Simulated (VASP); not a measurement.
# GaSb (I-4m2) in VASP: notebook

GaSb is run at these levels: r2SCAN; tasks: single point.

Everything below comes from runs of VASP 6.6.1. Logs are shortened: lines on timing, memory, paths and dates and some standing lists are left out, and cuts for length are marked.

## Step 1: The cell of the first run

Symmetry: I-4m2, No. 119, tetragonal system. The conventional cell has a = 4.326 Å, b = 4.326 Å, c = 6.149 Å, α = 90.00°, β = 90.00°, γ = 90.00°. Within 3.5 Å of Ga (site symmetry -4m2) lie 4 Sb at 2.65 Å. Within 3.5 Å of Sb (site symmetry -4m2) lie 4 Ga at 2.65 Å.

## Step 2: Single point, r2SCAN (strain +0.0050 x Voigt [0, 1, 0, 0, 0, 0])

Contents of POSCAR:

```
GaSb
1.0
    0.0000000000      3.0742950000      3.0590000000
    3.0590000000      0.0000000000      3.0590000000
    3.0590000000      3.0742950000      0.0000000000
Ga Sb
1 1
Direct
    0.0000000000      0.0000000000      0.0000000000
    0.7500000000      0.7500000000      0.7500000000
```

Contents of INCAR.step1:

```
PREC = Accurate
ENCUT = 520
ISMEAR = 0
SIGMA = 0.05
LREAL = False
LASPH = True
NELM = 80
NBANDS = 16
GGA = PE
ALGO = Normal
EDIFF = 1E-4
LWAVE = True
LCHARG = False
```

Contents of INCAR.step2:

```
PREC = Accurate
ENCUT = 520
EDIFF = 1E-6
ISMEAR = 0
SIGMA = 0.05
LREAL = False
LASPH = True
NELM = 80
ALGO = Normal
ISIF = 2
LWAVE = False
LCHARG = True
METAGGA = R2SCAN
LMIXTAU = True
LELF = True
LVHAR = True
NBANDS = 16
ISTART = 1
```

Contents of KPOINTS:

```
Automatic mesh
0
Gamma
  6 6 6
```

Potentials or basis: VASP PAW PBE potentials, release 64 (Ga_d, Sb).

On the command line:

```console
$ cat potpaw_PBE.64/Ga_d/POTCAR potpaw_PBE.64/Sb/POTCAR > POTCAR
$ cp INCAR.step1 INCAR
$ mpirun -np 1 vasp_std > vasp.out
$ cp INCAR.step2 INCAR
$ mpirun -np 1 vasp_std > vasp.out
```

OUTCAR:

```text
PREC = Accurate
   ENCUT = 520
   EDIFF = 1E-6
   ISMEAR = 0
   LREAL = False
   LASPH = True
   NELM = 80
   ISIF = 2
   METAGGA = R2SCAN
   ISTART = 1

 ion  position               nearest neighbor table
   1  0.000  0.000  0.000-   2 2.65   2 2.65   2 2.65   2 2.65
   2  0.750  0.750  0.750-   1 2.65   1 2.65   1 2.65   1 2.65

  LATTYP: Found a body centered tetragonal cell.
 ALAT       =     4.3260792873
 C/A-ratio  =     1.4212846302

  Lattice vectors:

 A1 = (   0.0000000000,  -3.0742950000,   3.0590000000)
 A2 = (   0.0000000000,  -3.0742950000,  -3.0590000000)
 A3 = (   3.0590000000,   3.0742950000,   0.0000000000)

Analysis of symmetry for initial positions (statically):
=====================================================================
 Subroutine PRICEL returns:
 Original cell was already a primitive cell.

 Routine SETGRP: Setting up the symmetry group for a
 body centered tetragonal supercell.

 Subroutine GETGRP returns: Found  8 space group operations
 (whereof  8 operations were pure point group operations)
 out of a pool of 16 trial point group operations.

The static configuration has the point symmetry D_2d.

Analysis of symmetry for dynamics (positions and initial velocities):
=====================================================================
 Subroutine PRICEL returns:
 Original cell was already a primitive cell.

 Routine SETGRP: Setting up the symmetry group for a
 body centered tetragonal supercell.

 Subroutine GETGRP returns: Found  8 space group operations
 (whereof  8 operations were pure point group operations)
 out of a pool of 16 trial point group operations.

The dynamic configuration has the point symmetry D_2d.

 Subroutine INISYM returns: Found  8 space group operations
 (whereof  8 operations are pure point group operations),
 and found     1 'primitive' translations

----------------------------------------------------------------------------------------

                                     Primitive cell

  volume of cell :      57.5353

  direct lattice vectors                    reciprocal lattice vectors
     0.000000000  3.074295000  3.059000000    -0.163452109  0.162638914  0.163452109
     3.059000000  0.000000000  3.059000000     0.163452109 -0.162638914  0.163452109
     3.059000000  3.074295000  0.000000000     0.163452109  0.162638914 -0.163452109

  length of vectors
     4.336907971  4.326079287  4.336907971     0.282638638  0.282638638  0.282638638

  position of ions in fractional coordinates (direct lattice)
     0.000000000  0.000000000  0.000000000
     0.750000000  0.750000000  0.750000000

  ion indices of the primitive-cell ions
   primitive index   ion index
                 1           1
                 2           2

----------------------------------------------------------------------------------------

 KPOINTS: Automatic mesh

Automatic generation of k-mesh.
 Grid dimensions read from file:
 generate k-points for:    6    6    6

 Generating k-lattice:

  Cartesian coordinates                     Fractional coordinates (reciprocal lattice)
    -0.027242018  0.027106486  0.027242018     0.166666667  0.000000000  0.000000000
     0.027242018 -0.027106486  0.027242018    -0.000000000  0.166666667 -0.000000000
     0.027242018  0.027106486 -0.027242018     0.000000000  0.000000000  0.166666667

  Length of vectors
     0.047106440  0.047106440  0.047106440

  Shift w.r.t. Gamma in fractional coordinates (k-lattice)
     0.000000000  0.000000000  0.000000000

 Subroutine IBZKPT returns following result:
 ===========================================

 Found     30 irreducible k-points:

 Following reciprocal coordinates:
            Coordinates               Weight
  0.000000  0.000000  0.000000      1.000000
  0.166667  0.000000  0.000000      8.000000
  0.333333  0.000000  0.000000      8.000000
  0.500000  0.000000  0.000000      4.000000
  0.166667  0.166667  0.000000      4.000000
  0.333333  0.166667  0.000000     16.000000
[... 16 lines left out ...]
  0.333333 -0.333333  0.166667     16.000000
  0.500000 -0.333333  0.166667      4.000000
 [... further k-points ...]
   k-points           NKPTS =     30   k-points in BZ     NKDIM =     30   number of bands    NBANDS=     16
   number of dos      NEDOS =    301   number of ions     NIONS =      2
   total plane-waves  NPLWV =  32768
   dimension x,y,z NGX =    32 NGY =   32 NGZ =   32
   dimension x,y,z NGXF=    64 NGYF=   64 NGZF=   64
   ions per type =               1   1
   NGX,Y,Z   is equivalent  to a cutoff of  12.27, 12.30, 12.27 a.u.
   NGXF,Y,Z  is equivalent  to a cutoff of  24.53, 24.59, 24.53 a.u.
 SYSTEM =  unknown system
   PREC   = accura    normal or accurate (medium, high low for compatibility)
   ISTART =      1    job   : 0-new  1-cont  2-samecut
   ICHARG =      0    charge: 1-file 2-atom 10-const
   ISPIN  =      1    spin polarized calculation?
   LNONCOLLINEAR =      F non collinear calculations
   LSORBIT =      F    spin-orbit coupling
   LASPH  =      T    aspherical Exc in radial PAW
   ENCUT  =  520.0 eV  38.22 Ry    6.18 a.u.   8.06  8.04  8.06*2*pi/ulx,y,z
   NELM   =     80;   NELMIN=  2; NELMDL=  0     # of ELM steps
   EDIFF  = 0.1E-05   stopping-criterion for ELM
   LREAL  =      F    real-space projection
   EDIFFG = 0.1E-04   stopping-criterion for IOM
   NSW    =      0    number of steps for IOM
   IBRION =     -1    ionic relax: 0-MD 1-quasi-New 2-CG
   NFREE  =      0    steps in history (QN), initial steepest desc. (CG)
   ISIF   =      2    stress and relaxation
   ISYM   =      2    0-nonsym 1-usesym 2-fastsym
   POTIM  = 0.5000    time-step for ionic-motion
   TEBEG  =    0.0;   TEEND  =   0.0 temperature during run
   PSTRESS=    0.0 pullay stress
   NELECT =      18.0000    total number of electrons
   NUPDOWN=      -1.0000    fix difference up-down
   EMIN   =  10.00;   EMAX   =-10.00  energy-range for DOS
   EFERMI =   0.00;   METHOD = LEGACY
   ISMEAR =     0;   SIGMA  =   0.05  broadening in eV -4-tet -1-fermi 0-gaus
   EFERMI_NEDOS =   21; number of points for ismear=-14 and -15
   IALGO  =     38    algorithm
   IMIX   =      4    mixing-type and parameters
     AMIX     =   0.40;   BMIX     =  1.00
     AMIX_MAG =   1.60;   BMIX_MAG =  1.00
  volume/ion in A,a.u.               =      28.77       194.13
  Fermi-wavevector in a.u.,A,eV,Ry     =   1.111358  2.100163 16.804796  1.235118
  Thomas-Fermi vector in A             =   2.247921
   LORBIT       =      0    0 simple, 1 ext, 2 COOP (PROOUT), +10 PAW based schemes
   METAGGA = R2SCAN    functional components
   LHFCALC =     F    Hartree Fock is set to
   AEXX    =    0.0000 exact exchange contribution
   IVDW    =     0    specifies the selected vdW correction
   LEPSILON=     F    determine dielectric tensor
   LRPA    =     F    only Hartree local field effects (RPA)
 non-spin polarized calculation
 Gauss-broadening in eV      SIGMA  =   0.05
  energy-cutoff  :      520.00
  volume of cell :       57.54
 maximum number of plane-waves:      1580
   NGX = 17   NGY = 17   NGZ = 17

 number of electron      17.9999988 magnetization

 Free energy of the ion-electron system (eV)
  ---------------------------------------------------
  ext. energy  EPLUGINS =         0.00000000
  ---------------------------------------------------
  free energy    TOTEN  =       -37.57878718 eV

  energy without entropy =      -37.57878718  energy(sigma->0) =      -37.57878718

 E-fermi :   4.8495     XC(G=0):  -9.6949

 val. band max:        4.6497349605   @ k =   0.0000   0.0000   0.0000
 cond. band min:       5.0503837469   @ k =   0.0000   0.0000   0.0000
 fundamental gap:      0.4006487865
 Fermi energy:         4.8494963203

 k-point     1 :       0.0000    0.0000    0.0000
  band No.  band energies     occupation
      1     -10.8577      2.00000
      2     -10.8571      2.00000
      3     -10.8571      2.00000
      4     -10.8015      2.00000
      5     -10.8009      2.00000
      6      -7.2554      2.00000
[... 8 lines left out ...]
     15      13.6044      0.00000
     16      13.6887      0.00000

 k-point     2 :       0.1667    0.0000    0.0000
  band No.  band energies     occupation
      1     -10.8648      2.00000
      2     -10.8543      2.00000
      3     -10.8538      2.00000
      4     -10.8019      2.00000
      5     -10.8011      2.00000
      6      -6.9594      2.00000
[... 8 lines left out ...]
     15      12.6549      0.00000
     16      12.7016      0.00000

 k-point     3 :       0.3333    0.0000    0.0000
  band No.  band energies     occupation
      1     -10.8794      2.00000
      2     -10.8484      2.00000
      3     -10.8480      2.00000
      4     -10.8018      2.00000
      5     -10.8010      2.00000
      6      -6.1697      2.00000
[... 8 lines left out ...]
     15      13.2068      0.00000
     16      13.2155      0.00000

 k-point     4 :       0.5000    0.0000    0.0000
  band No.  band energies     occupation
      1     -10.8865      2.00000
      2     -10.8459      2.00000
      3     -10.8454      2.00000
      4     -10.8014      2.00000
      5     -10.8005      2.00000
      6      -5.5466      2.00000
[... 8 lines left out ...]
     15      15.0991      0.00000
     16      15.1421      0.00000

 k-point     5 :       0.1667    0.1667    0.0000
  band No.  band energies     occupation
      1     -10.8704      2.00000
      2     -10.8512      2.00000
      3     -10.8507      2.00000
      4     -10.8040      2.00000
      5     -10.7998      2.00000
      6      -6.8572      2.00000
[... 8 lines left out ...]
     15      12.7518      0.00000
     16      14.0026      0.00000

 k-point     6 :       0.3333    0.1667    0.0000
  band No.  band energies     occupation
      1     -10.8824      2.00000
      2     -10.8458      2.00000
      3     -10.8447      2.00000
      4     -10.8057      2.00000
      5     -10.7992      2.00000
      6      -6.2128      2.00000
[... 8 lines left out ...]
     15      13.8945      0.00000
     16      14.3007      0.00000

 k-point     7 :       0.5000    0.1667   -0.0000
  band No.  band energies     occupation
      1     -10.8899      2.00000
      2     -10.8431      2.00000
      3     -10.8418      2.00000
      4     -10.8044      2.00000
      5     -10.7999      2.00000
      6      -5.4029      2.00000
[... 8 lines left out ...]
     15      15.0421      0.00000
     16      15.1646      0.00000

 k-point     8 :      -0.3333    0.1667    0.0000
  band No.  band energies     occupation
      1     -10.8867      2.00000
      2     -10.8443      2.00000
      3     -10.8437      2.00000
      4     -10.8025      2.00000
      5     -10.8017      2.00000
      6      -5.6442      2.00000
[... 8 lines left out ...]
     15      13.3882      0.00000
     16      14.9983      0.00000

 k-point     9 :      -0.1667    0.1667    0.0000
  band No.  band energies     occupation
      1     -10.8753      2.00000
      2     -10.8505      2.00000
      3     -10.8478      2.00000
      4     -10.8028      2.00000
      5     -10.8010      2.00000
      6      -6.4897      2.00000
[... 8 lines left out ...]
     15      13.5482      0.00000
     16      13.6434      0.00000
[... 172 lines left out ...]
 k-point    19 :       0.5000    0.3333    0.1667
  band No.  band energies     occupation
      1     -10.8916      2.00000
      2     -10.8416      2.00000
      3     -10.8387      2.00000
      4     -10.8072      2.00000
      5     -10.7993      2.00000
      6      -5.4889      2.00000
[... 8 lines left out ...]
     15      14.1768      0.00000
     16      16.2652      0.00000

 k-point    20 :      -0.3333    0.3333    0.1667
  band No.  band energies     occupation
      1     -10.8950      2.00000
      2     -10.8407      2.00000
      3     -10.8359      2.00000
      4     -10.8065      2.00000
      5     -10.8004      2.00000
      6      -4.9275      2.00000
[... 8 lines left out ...]
     15      15.7367      0.00000
     16      15.9493      0.00000

 k-point    21 :       0.3333    0.5000    0.1667
  band No.  band energies     occupation
      1     -10.8916      2.00000
      2     -10.8416      2.00000
      3     -10.8387      2.00000
      4     -10.8070      2.00000
      5     -10.7994      2.00000
      6      -5.4886      2.00000
[... 8 lines left out ...]
     15      14.2361      0.00000
     16      16.2588      0.00000

 k-point    22 :      -0.3333    0.5000    0.1667
  band No.  band energies     occupation
      1     -10.8999      2.00000
      2     -10.8370      2.00000
      3     -10.8323      2.00000
      4     -10.8099      2.00000
      5     -10.7989      2.00000
      6      -4.6240      2.00000
[... 8 lines left out ...]
     15      15.2448      0.00000
     16      16.6573      0.00000

 k-point    23 :       0.3333   -0.3333    0.1667
  band No.  band energies     occupation
      1     -10.8950      2.00000
      2     -10.8406      2.00000
      3     -10.8358      2.00000
      4     -10.8059      2.00000
      5     -10.8010      2.00000
      6      -4.9324      2.00000
[... 8 lines left out ...]
     15      15.6634      0.00000
     16      15.8811      0.00000

 k-point    24 :       0.5000   -0.3333    0.1667
  band No.  band energies     occupation
      1     -10.8999      2.00000
      2     -10.8369      2.00000
      3     -10.8323      2.00000
      4     -10.8097      2.00000
      5     -10.7990      2.00000
      6      -4.6274      2.00000
[... 8 lines left out ...]
     15      15.1545      0.00000
     16      16.5645      0.00000

 [... further k-points ...]

------------------------ aborting loop because EDIFF is reached ----------------------------------------

  FORCE on cell =-STRESS in cart. coord.  units (eV):
  Direction    XX          YY          ZZ          XY          YZ          ZX
  --------------------------------------------------------------------------------------
  -------------------------------------------------------------------------------------
  Total        0.0930530      0.0046160      0.0930530      0.0000000      0.0000000      0.0000000
  in kB        2.5912318      0.1285412      2.5912318      0.0000000      0.0000000      0.0000000
  external PRESSURE =       1.7703349 kB  Pullay stress =       0.0000000 kB

 VOLUME and BASIS-vectors are now :
 -----------------------------------------------------------------------------
  energy-cutoff  :      520.00
  volume of cell :       57.54
      direct lattice vectors                 reciprocal lattice vectors
     0.000000000  3.074295000  3.059000000    -0.163452109  0.162638914  0.163452109
     3.059000000  0.000000000  3.059000000     0.163452109 -0.162638914  0.163452109
     3.059000000  3.074295000  0.000000000     0.163452109  0.162638914 -0.163452109

 POSITION                                       TOTAL-FORCE (eV/Angst)
 -----------------------------------------------------------------------------------
      0.00000      0.00000      0.00000         0.000000      0.000000      0.000000
      4.58850      4.61144      4.58850        -0.000000     -0.000000     -0.000000
 -----------------------------------------------------------------------------------
    total drift:                                0.000002      0.000003      0.000001

  FREE ENERGIE OF THE ION-ELECTRON SYSTEM (eV)
  ---------------------------------------------------
  free  energy   TOTEN  =       -37.5787871788 eV

  energy  without entropy=      -37.5787871788  energy(sigma->0) =      -37.57878718
```

Run time: 1.8 min. Hardware: 1 thread of AMD EPYC 7R43 (Zen 3), shared host; peak memory 0.16 GiB.

What came out:

```yaml
Free_energy: -37.5788 eV
Pressure: 0.2 GPa
Band_gap_on_the_k_mesh: 0.40 eV, direct
```

Stress tensor (GPa, compression positive):
```
0.26 0.00 0.00
0.00 0.01 0.00
0.00 0.00 0.26
```

Caveat: the cell differs from its parent crystal (strain +0.0050 x Voigt [0, 1, 0, 0, 0, 0]); the PAW data sets were made with another functional, which shifts forces and pressure a little; spin-orbit coupling is left out, which moves the levels of the heavy elements. A k mesh can miss the band edges.

[end of part 1 of 3]
